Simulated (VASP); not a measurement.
Write the native input for VASP 6.6.1 that does the following.

```yaml
Task: single point
Functional: pbe exchange, lyp correlation
Potentials_or_basis: VASP PAW PBE potentials, release 64 (Hf_pv, B)
Cutoff: 500 eV
k_mesh: 11 × 11 × 8
Occupations: fermi-dirac, width 0.2 eV
Spin: no spin polarisation
Dipole_correction: no
Further_INCAR_settings: ALGO = Normal; EDIFF = 1e-06; NBANDS = 15
```

The structure of HfB2 lies in POSCAR:

```
HfB2
1.0
    3.1400000000      0.0000000000      0.0000000000
   -1.5700000000      2.7193200000      0.0000000000
    0.0000000000      0.0000000000      3.4800000000
Hf B
1 2
Direct
    0.0000000000      0.0000000000      0.0000000000
    0.3333333333      0.6666666667      0.5000000000
    0.6666666667      0.3333333333      0.5000000000
```

These files were run (other wordings do the same):

INCAR

```
SYSTEM = HfB2
PREC = Accurate ; ENCUT = 500
EDIFF = 1E-6 ; ISMEAR = -1
SIGMA = 0.2 ; LREAL = .FALSE.
LASPH = .TRUE. ; NELM = 120
ALGO = Normal ; ISIF = 2
LWAVE = .FALSE. ; LCHARG = .TRUE.
GGA = LIBXC ; LIBXC1 = GGA_X_PBE
LIBXC2 = GGA_C_LYP ; LELF = .TRUE.
LVHAR = .TRUE. ; NBANDS = 15
GGA_COMPAT = .FALSE.
```

KPOINTS

```
regular mesh
0
G
  11 11 8
  0 0 0
```

Potentials or basis: VASP PAW PBE potentials, release 64 (Hf_pv, B).

The run is started by

```console
$ cat potpaw_PBE.64/Hf_pv/POTCAR potpaw_PBE.64/B/POTCAR > POTCAR
$ mpirun -np 1 vasp_std > vasp.out
```

It gave:

```json
{
  "Pressure": "7.2 GPa",
  "Band gap on the k mesh": "zero (bands 8 and 9 overlap by 1.10 eV)"
}
```

Caveat: the cell stands under pressure; the PAW data sets were made with another functional, which shifts forces and pressure a little; spin-orbit coupling is left out, which moves the levels of the heavy elements.

Wall time 12 s on 1 thread of Intel(R) Xeon(R) 6975P-C (Granite Rapids) (shared host), peak memory 0.17 GiB.
